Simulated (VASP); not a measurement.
Write the native input for VASP 6.6.1 that does the following.

- Task: single point
- Functional: PBE
- Potentials or basis: VASP PAW PBE potentials, release 64 (Li_sv, W_sv, S)
- Cutoff: 520 eV
- k mesh: 4 × 4 × 4
- Occupations: gaussian, width 0.1 eV
- Spin: no spin polarisation
- Dipole correction: no
- Further INCAR settings: ALGO = Normal; EDIFF = 1e-06; NBANDS = 26

The structure of LiWS3 lies in POSCAR:

```
LiWS3
1.0
    4.4028645200      0.0000000000      0.0000000000
    0.0000000000      4.4028645200      0.0000000000
    0.0000000000      0.0000000000      4.4028645200
Li W S
1 1 3
Direct
    0.5000000000      0.5000000000      0.5000000000
    0.0000000000      0.0000000000      0.0000000000
    0.5000000000      0.5000000000      0.0000000000
    0.5000000000      0.0000000000      0.5000000000
    0.0000000000      0.5000000000      0.5000000000
```

The input as run:

INCAR

```
SYSTEM = LiWS3
PREC = Accurate ; ENCUT = 520
EDIFF = 1E-6 ; ISMEAR = 0
SIGMA = 0.1 ; LREAL = .FALSE.
LASPH = .TRUE. ; NELM = 80
ALGO = Normal ; ISIF = 2
LWAVE = .FALSE. ; LCHARG = .FALSE.
GGA = PE ; NBANDS = 26
```

KPOINTS

```
regular mesh
0
G
  4 4 4
  0 0 0
```

Potentials or basis: VASP PAW PBE potentials, release 64 (Li_sv, W_sv, S).

The run is started by

```sh
$ cat potpaw_PBE.64/Li_sv/POTCAR potpaw_PBE.64/W_sv/POTCAR potpaw_PBE.64/S/POTCAR > POTCAR
$ mpirun -np 1 vasp_std > vasp.out
```

It took 23 s on 1 thread of AMD EPYC 7R13 Processor (Zen 3), with other jobs on the host, peak memory 0.18 GiB.
